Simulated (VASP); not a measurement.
LuSb, 2 atoms in the cell. Symmetry: Fm-3m, No. 225, cubic system. Conventional cell: a = 5.643 Å, b = 5.643 Å, c = 5.643 Å, α = 90.00°, β = 90.00°, γ = 90.00°. Lu (site symmetry m-3m) has 6 Sb at 2.82 Å within 3.7 Å. Sb (site symmetry m-3m) has 6 Lu at 2.82 Å within 3.7 Å. 

- Program: VASP 6.6.1
- Task: electric field gradients
- Functional: LDA
- Potentials or basis: VASP PAW PBE potentials, release 64 (Lu, Sb)
- Cutoff: 520 eV
- k mesh: 10 × 10 × 10
- Occupations: fermi-dirac, width 0.05 eV
- Spin: no spin polarisation
- Dipole correction: no
- Further INCAR settings: ALGO = Normal; EDIFF = 1e-08; NBANDS = 22

Potentials or basis: VASP PAW PBE potentials, release 64 (Lu, Sb).

Command:

```bash
$ cat potpaw_PBE.64/Lu/POTCAR potpaw_PBE.64/Sb/POTCAR > POTCAR
$ mpirun -np 1 vasp_std > vasp.out
```

Hardware: 1 thread of AMD EPYC 9R45 96-Core Processor (Zen 5), on a shared host.

Problem. Estimate the wall time of this run.

Solution. Wall time 31 s on 1 thread of AMD EPYC 9R45 96-Core Processor (Zen 5), with other jobs on the host, peak memory 0.16 GiB. Counts: scf iterations 14, k points 47.
